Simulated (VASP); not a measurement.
# NbCd3 (Pm-3m) in VASP: single point with PBE

Aim: the single point of NbCd3 with PBE.

Program: VASP 6.6.1. These are calculated values, not measurements. Logs are shortened: lines on timing, memory, paths and dates and some standing lists are left out, and cuts for length are marked.

## Step 1: The cell of the first run

It takes space group Pm-3m (No. 221, cubic). The conventional cell has a = 4.215 Å, b = 4.215 Å, c = 4.215 Å, α = 90.00°, β = 90.00°, γ = 90.00°. Nb (site symmetry m-3m) has 12 Cd at 2.98 Å within 3.9 Å. Within 3.9 Å of Cd (site symmetry 4/mmm) lie 4 Nb at 2.98 Å and 8 Cd at 2.98 Å.

## Step 2: Single point, PBE

File INCAR:

```
SYSTEM = NbCd3
PREC = Accurate ; ENCUT = 520
EDIFF = 1E-6 ; ISMEAR = -1
SIGMA = 0.05 ; LREAL = .FALSE.
LASPH = .TRUE. ; NELM = 60
ALGO = Normal ; ISIF = 2
LWAVE = .FALSE. ; LCHARG = .FALSE.
GGA = PE ; NBANDS = 32
```

File KPOINTS:

```
regular mesh
0
G
  8 8 8
  0 0 0
```

File POSCAR:

```
NbCd3
1.0
    4.2150000000      0.0000000000      0.0000000000
    0.0000000000      4.2150000000      0.0000000000
    0.0000000000      0.0000000000      4.2150000000
Nb Cd
1 3
Direct
    0.0000000000      0.0000000000      0.0000000000
    0.0000000000      0.5000000000      0.5000000000
    0.5000000000      0.0000000000      0.5000000000
    0.5000000000      0.5000000000      0.0000000000
```

Potentials or basis: VASP PAW PBE potentials, release 64 (Nb_sv, Cd).

Launch:

```
$ cat potpaw_PBE.64/Nb_sv/POTCAR potpaw_PBE.64/Cd/POTCAR > POTCAR
$ mpirun -np 1 vasp_std > vasp.out
```

OUTCAR:

```text
SYSTEM = NbCd3
   PREC = Accurate
   ENCUT = 520
   EDIFF = 1E-6
   ISMEAR = -1
   LREAL = .FALSE.
   LASPH = .TRUE.
   NELM = 60
   ISIF = 2
   GGA = PE

 ion  position               nearest neighbor table
   1  0.000  0.000  0.000-   2 2.98   3 2.98   4 2.98   2 2.98   3 2.98   2 2.98   4 2.98   2 2.98
                             3 2.98   4 2.98   3 2.98   4 2.98
   2  0.000  0.500  0.500-   1 2.98   3 2.98   4 2.98   1 2.98   4 2.98   1 2.98   3 2.98   1 2.98
                             3 2.98   4 2.98   4 2.98   3 2.98
   3  0.500  0.000  0.500-   1 2.98   2 2.98   4 2.98   1 2.98   4 2.98   2 2.98   4 2.98   4 2.98
                             1 2.98   2 2.98   1 2.98   2 2.98
   4  0.500  0.500  0.000-   1 2.98   2 2.98   3 2.98   2 2.98   3 2.98   1 2.98   3 2.98   3 2.98
                             1 2.98   2 2.98   2 2.98   1 2.98

  LATTYP: Found a simple cubic cell.
 ALAT       =     4.2150000000

  Lattice vectors:

 A1 = (   4.2150000000,   0.0000000000,   0.0000000000)
 A2 = (   0.0000000000,   4.2150000000,   0.0000000000)
 A3 = (   0.0000000000,   0.0000000000,   4.2150000000)

Analysis of symmetry for initial positions (statically):
=====================================================================
 Subroutine PRICEL returns:
 Original cell was already a primitive cell.

 Routine SETGRP: Setting up the symmetry group for a
 simple cubic supercell.

 Subroutine GETGRP returns: Found 48 space group operations
 (whereof 48 operations were pure point group operations)
 out of a pool of 48 trial point group operations.

The static configuration has the point symmetry O_h .

Analysis of symmetry for dynamics (positions and initial velocities):
=====================================================================
 Subroutine PRICEL returns:
 Original cell was already a primitive cell.

 Routine SETGRP: Setting up the symmetry group for a
 simple cubic supercell.

 Subroutine GETGRP returns: Found 48 space group operations
 (whereof 48 operations were pure point group operations)
 out of a pool of 48 trial point group operations.

The dynamic configuration has the point symmetry O_h .

 Subroutine INISYM returns: Found 48 space group operations
 (whereof 48 operations are pure point group operations),
 and found     1 'primitive' translations

----------------------------------------------------------------------------------------

                                     Primitive cell

  volume of cell :      74.8846

  direct lattice vectors                    reciprocal lattice vectors
     4.215000000  0.000000000  0.000000000     0.237247924  0.000000000  0.000000000
     0.000000000  4.215000000  0.000000000     0.000000000  0.237247924  0.000000000
     0.000000000  0.000000000  4.215000000     0.000000000  0.000000000  0.237247924

  length of vectors
     4.215000000  4.215000000  4.215000000     0.237247924  0.237247924  0.237247924

  position of ions in fractional coordinates (direct lattice)
     0.000000000  0.000000000  0.000000000
     0.000000000  0.500000000  0.500000000
     0.500000000  0.000000000  0.500000000
     0.500000000  0.500000000  0.000000000

  ion indices of the primitive-cell ions
   primitive index   ion index
                 1           1
                 2           2
                 3           3
                 4           4

----------------------------------------------------------------------------------------

 KPOINTS: regular mesh

Automatic generation of k-mesh.
 Grid dimensions read from file:
 generate k-points for:    8    8    8

 Generating k-lattice:

  Cartesian coordinates                     Fractional coordinates (reciprocal lattice)
     0.029655991  0.000000000  0.000000000     0.125000000  0.000000000  0.000000000
     0.000000000  0.029655991  0.000000000     0.000000000  0.125000000  0.000000000
     0.000000000  0.000000000  0.029655991     0.000000000  0.000000000  0.125000000

  Length of vectors
     0.029655991  0.029655991  0.029655991

  Shift w.r.t. Gamma in fractional coordinates (k-lattice)
     0.000000000  0.000000000  0.000000000

 Subroutine IBZKPT returns following result:
 ===========================================

 Found     35 irreducible k-points:

 Following reciprocal coordinates:
            Coordinates               Weight
  0.000000  0.000000  0.000000      1.000000
  0.125000  0.000000  0.000000      6.000000
  0.250000  0.000000  0.000000      6.000000
  0.375000  0.000000  0.000000      6.000000
  0.500000  0.000000  0.000000      3.000000
  0.125000  0.125000  0.000000     12.000000
[... 16 lines left out ...]
  0.375000  0.375000  0.125000     24.000000
  0.500000  0.375000  0.125000     24.000000
 [... further k-points ...]
   k-points           NKPTS =     35   k-points in BZ     NKDIM =     35   number of bands    NBANDS=     32
   number of dos      NEDOS =    301   number of ions     NIONS =      4
   total plane-waves  NPLWV =  32768
   dimension x,y,z NGX =    32 NGY =   32 NGZ =   32
   dimension x,y,z NGXF=    64 NGYF=   64 NGZF=   64
   ions per type =               1   3
   NGX,Y,Z   is equivalent  to a cutoff of  12.62, 12.62, 12.62 a.u.
   NGXF,Y,Z  is equivalent  to a cutoff of  25.24, 25.24, 25.24 a.u.
 SYSTEM =  NbCd3
   PREC   = accura    normal or accurate (medium, high low for compatibility)
   ISTART =      0    job   : 0-new  1-cont  2-samecut
   ICHARG =      2    charge: 1-file 2-atom 10-const
   ISPIN  =      1    spin polarized calculation?
   LNONCOLLINEAR =      F non collinear calculations
   LSORBIT =      F    spin-orbit coupling
   LASPH  =      T    aspherical Exc in radial PAW
   ENCUT  =  520.0 eV  38.22 Ry    6.18 a.u.   7.84  7.84  7.84*2*pi/ulx,y,z
   NELM   =     60;   NELMIN=  2; NELMDL= -5     # of ELM steps
   EDIFF  = 0.1E-05   stopping-criterion for ELM
   LREAL  =      F    real-space projection
   EDIFFG = 0.1E-04   stopping-criterion for IOM
   NSW    =      0    number of steps for IOM
   IBRION =     -1    ionic relax: 0-MD 1-quasi-New 2-CG
   NFREE  =      0    steps in history (QN), initial steepest desc. (CG)
   ISIF   =      2    stress and relaxation
   ISYM   =      2    0-nonsym 1-usesym 2-fastsym
   POTIM  = 0.5000    time-step for ionic-motion
   TEBEG  =    0.0;   TEEND  =   0.0 temperature during run
   PSTRESS=    0.0 pullay stress
   NELECT =      49.0000    total number of electrons
   NUPDOWN=      -1.0000    fix difference up-down
   EMIN   =  10.00;   EMAX   =-10.00  energy-range for DOS
   EFERMI =   0.00;   METHOD = LEGACY
   ISMEAR =    -1;   SIGMA  =   0.05  broadening in eV -4-tet -1-fermi 0-gaus
   EFERMI_NEDOS =   21; number of points for ismear=-14 and -15
   IALGO  =     38    algorithm
   IMIX   =      4    mixing-type and parameters
     AMIX     =   0.40;   BMIX     =  1.00
     AMIX_MAG =   1.60;   BMIX_MAG =  1.00
  volume/ion in A,a.u.               =      18.72       126.34
  Fermi-wavevector in a.u.,A,eV,Ry     =   1.421268  2.685807 27.483802  2.020002
  Thomas-Fermi vector in A             =   2.542096
   LORBIT       =      0    0 simple, 1 ext, 2 COOP (PROOUT), +10 PAW based schemes
   GGA     = PE    functional components
   LHFCALC =     F    Hartree Fock is set to
   AEXX    =    0.0000 exact exchange contribution
   IVDW    =     0    specifies the selected vdW correction
   LEPSILON=     F    determine dielectric tensor
   LRPA    =     F    only Hartree local field effects (RPA)
 non-spin polarized calculation
  energy-cutoff  :      520.00
  volume of cell :       74.88
 maximum number of plane-waves:      2040
 NGX is ok and might be reduce to    32
   NGX = 15   NGY = 15   NGZ = 15

 number of electron      49.0000040 magnetization

 Free energy of the ion-electron system (eV)
  ---------------------------------------------------
  ext. energy  EPLUGINS =         0.00000000
  ---------------------------------------------------
  free energy    TOTEN  =       -11.76301932 eV

  energy without entropy =      -11.74724127  energy(sigma->0) =      -11.75513030

 E-fermi :   5.2500     XC(G=0): -11.9539

 val. band max:        5.2371216514   @ k =   0.3750   0.2500   0.1250
 cond. band min:       5.3339702098   @ k =   0.2500   0.2500   0.1250
 fundamental gap:      0.0968485584
 Fermi energy:         5.2499543254

 k-point     1 :       0.0000    0.0000    0.0000
  band No.  band energies     occupation
      1     -49.6119      2.00000
      2     -25.6799      2.00000
      3     -25.6799      2.00000
      4     -25.6799      2.00000
      5      -4.4678      2.00000
      6      -4.2334      2.00000
[... 24 lines left out ...]
     31      11.2414      0.00000
     32      12.9252      0.00000

 k-point     2 :       0.1250    0.0000    0.0000
  band No.  band energies     occupation
      1     -49.6118      2.00000
      2     -25.6833      2.00000
      3     -25.6800      2.00000
      4     -25.6800      2.00000
      5      -4.4106      2.00000
      6      -4.2115      2.00000
[... 24 lines left out ...]
     31      11.9560      0.00000
     32      13.0124      0.00000

 k-point     3 :       0.2500    0.0000    0.0000
  band No.  band energies     occupation
      1     -49.6115      2.00000
      2     -25.6915      2.00000
      3     -25.6804      2.00000
      4     -25.6804      2.00000
      5      -4.2574      2.00000
      6      -4.1537      2.00000
[... 24 lines left out ...]
     31      12.6271      0.00000
     32      12.6271      0.00000

 k-point     4 :       0.3750    0.0000    0.0000
  band No.  band energies     occupation
      1     -49.6113      2.00000
      2     -25.6997      2.00000
      3     -25.6808      2.00000
      4     -25.6808      2.00000
      5      -4.0865      2.00000
      6      -4.0670      2.00000
[... 24 lines left out ...]
     31      11.5406      0.00000
     32      11.5406      0.00000

 k-point     5 :       0.5000    0.0000    0.0000
  band No.  band energies     occupation
      1     -49.6112      2.00000
      2     -25.7032      2.00000
      3     -25.6810      2.00000
      4     -25.6810      2.00000
      5      -4.0546      2.00000
      6      -3.9685      2.00000
[... 584 lines left out ...]
     31      12.3447      0.00000
     32      12.5865      0.00000

 k-point    22 :       0.5000    0.2500    0.1250
  band No.  band energies     occupation
      1     -49.6108      2.00000
      2     -25.7005      2.00000
      3     -25.6899      2.00000
      4     -25.6836      2.00000
      5      -3.9685      2.00000
      6      -3.7710      2.00000
[... 24 lines left out ...]
     31      12.1674      0.00000
     32      13.4217      0.00000

 k-point    23 :       0.3750    0.3750    0.1250
  band No.  band energies     occupation
      1     -49.6107      2.00000
      2     -25.6971      2.00000
      3     -25.6958      2.00000
      4     -25.6836      2.00000
      5      -3.9571      2.00000
      6      -3.7991      2.00000
[... 24 lines left out ...]
     31      11.4808      0.00000
     32      12.5094      0.00000

 k-point    24 :       0.5000    0.3750    0.1250
  band No.  band energies     occupation
      1     -49.6107      2.00000
      2     -25.6991      2.00000
      3     -25.6960      2.00000
      4     -25.6837      2.00000
      5      -3.8807      2.00000
      6      -3.7969      2.00000
[... 24 lines left out ...]
     31      11.6658      0.00000
     32      13.1054      0.00000

 [... further k-points ...]
[... 5 lines left out ...]
  --------------------------------------------------------------------------------------
  -------------------------------------------------------------------------------------
  Total        3.6165503      3.6165503      3.6165503     -0.0000000      0.0000000      0.0000000
  in kB       77.3770823     77.3770823     77.3770823     -0.0000000      0.0000000      0.0000000
  external PRESSURE =      77.3770823 kB  Pullay stress =       0.0000000 kB

 VOLUME and BASIS-vectors are now :
 -----------------------------------------------------------------------------
  energy-cutoff  :      520.00
  volume of cell :       74.88
      direct lattice vectors                 reciprocal lattice vectors
     4.215000000  0.000000000  0.000000000     0.237247924  0.000000000  0.000000000
     0.000000000  4.215000000  0.000000000     0.000000000  0.237247924  0.000000000
     0.000000000  0.000000000  4.215000000     0.000000000  0.000000000  0.237247924

 POSITION                                       TOTAL-FORCE (eV/Angst)
 -----------------------------------------------------------------------------------
      0.00000      0.00000      0.00000         0.000000      0.000000      0.000000
      0.00000      2.10750      2.10750         0.000000      0.000000      0.000000
      2.10750      0.00000      2.10750         0.000000      0.000000      0.000000
      2.10750      2.10750      0.00000         0.000000      0.000000      0.000000
 -----------------------------------------------------------------------------------
    total drift:                                0.000000     -0.000000     -0.000000

  FREE ENERGIE OF THE ION-ELECTRON SYSTEM (eV)
  ---------------------------------------------------
  free  energy   TOTEN  =       -11.7630193231 eV

  energy  without entropy=      -11.7472412739  energy(sigma->0) =      -11.75513030
```

Wall time 52 s (1 thread of Oxide Virtual Turin-like, shared host); peak memory 0.18 GiB.

What came out:

- Free energy: -11.7630 eV
- Pressure: 7.7 GPa
- Band gap on the k mesh: zero (an odd number of electrons rules out a gap without spin polarisation)

Caveat: the cell stands under pressure.

The gap in the log of VASP goes by the Fermi energy; the results here count the filled bands.